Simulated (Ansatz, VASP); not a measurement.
# Two plane-wave programs on PbS

Contents of INCAR:

```
AGGAC    = 1.0          
AGGAX    = 1.0          
ALDAC    = 0.0          
ALDAX    = 1.0          
ALGO     = Normal         # electronic algorithm
EDIFF    = 1E-6           # SCF threshold, eV
ENCUT    = 520            # plane-wave cutoff, eV
GGA      = B5             # functional
ISIF     = 2              # what is computed and relaxed
ISMEAR   = 0              # smearing method
LASPH    = T              # aspherical terms in the spheres
LCHARG   = F              # write CHGCAR
LREAL    = F              # projectors in reciprocal space
LWAVE    = F              # write WAVECAR
NBANDS   = 17             # bands
NELM     = 80             # most SCF steps
PREC     = Accurate       # precision mode
SIGMA    = 0.05           # smearing width, eV
```

The input KPOINTS:

```
k-points
0
Gamma
  8 8 8
```

Contents of POSCAR:

```
PbS
1.0
    0.0000000000      3.1100444480      3.1100444480
    3.1100444480      0.0000000000      3.1100444480
    3.1100444480      3.1100444480      0.0000000000
Pb S
1 1
Direct
    0.5000000000      0.5000000000      0.5000000000
    0.0000000000      0.0000000000      0.0000000000
```

Input for Ansatz:

```yaml
crystal:
  lattice:
    - [0.0, 3.110044448, 3.110044448]
    - [3.110044448, 0.0, 3.110044448]
    - [3.110044448, 3.110044448, 0.0]
  atoms:
    - { symbol: Pb, position: [0.5, 0.5, 0.5] }
    - { symbol: S, position: [0.0, 0.0, 0.0] }
basis:
  ecutwfc: 420
  ecutrho_ratio: 4
kpoints:
  mp_grid: { grid: [8, 8, 8] }
hamiltonian:
  xc: blyp
scf:
  occupations: { method: gaussian, width: 0.05 }
output:
  forces: true
  stress: true
  eigenvalues: true
```

Alike in both runs: task single point; functional BLYP; k mesh 8 × 8 × 8; occupations gaussian, width 0.05 eV; no spin polarisation.

```csv
,VASP,Ansatz
version,VASP 6.6.1,Ansatz 0.2.0
potentials or method,"VASP PAW PBE potentials, release 64 (Pb_d, S), cutoff 520 eV","scalar-relativistic, plane waves, PAW"
valence electrons in the cell,20,20
```

|  | VASP | Ansatz | Ansatz less VASP |
| --- | --- | --- | --- |
| gap on the k mesh at the Fermi level (eV) | 0.85 | 0.86 | +0.013 |
| least direct gap on the mesh (eV) | 0.85 | 0.86 | +0.013 |
| pressure (GPa) | -1.7 | -1.7 | -0.02 |

VASP's potentials were made for PBE, not for BLYP. With one functional, cell and mesh, what is left measures potentials, basis and numerics.

Neither program's run includes spin-orbit coupling.
